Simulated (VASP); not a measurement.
Be:

```
Be
1.0
    -1.26500    1.26500    1.26500
     1.26500   -1.26500    1.26500
     1.26500    1.26500   -1.26500
Be
1
Direct
  0.00000 0.00000 0.00000
```

This isn't the form of Be at room conditions, which is hcp.

```yaml
Program: VASP 6.6.1
Task: relaxation of cell and atoms
Functional: PBEsol
Potentials_or_basis: VASP PAW PBE potentials, release 64 (Be)
Cutoff: 600 eV
k_mesh: 24 × 24 × 24
Occupations: fermi-dirac, width 0.05 eV
Spin: no spin polarisation
```

At the start: pressure -4.8 GPa; volume 8.10 Å³/atom.

**Question.** How do energy, volume and symmetry change on relaxing?

**Answer.** Over 3 steps the energy falls by 5.1 meV/atom and the volume is 7.77 Å³/atom (-4.0 %); space group Im-3m (No. 229, to 0.1 Å) before and after.

The path:
| step | energy change (eV) | largest force (eV/Å) | pressure (GPa) | volume (Å³) |
| --- | --- | --- | --- | --- |
| 1 | 0.0000 | 0.0000 | -4.80 | 8.10 |
| 2 | -0.0050 | 0.0000 | -0.73 | 7.82 |
| 3 | -0.0051 | 0.0000 | -0.02 | 7.77 |

Final structure:
```
CELL_PARAMETERS angstrom
-1.24779 1.24779 1.24779
1.24779 -1.24779 1.24779
1.24779 1.24779 -1.24779
ATOMIC_POSITIONS crystal
Be 0.00000 0.00000 0.00000
```

Caveat: the PAW data sets were made with another functional, which shifts forces and pressure a little.
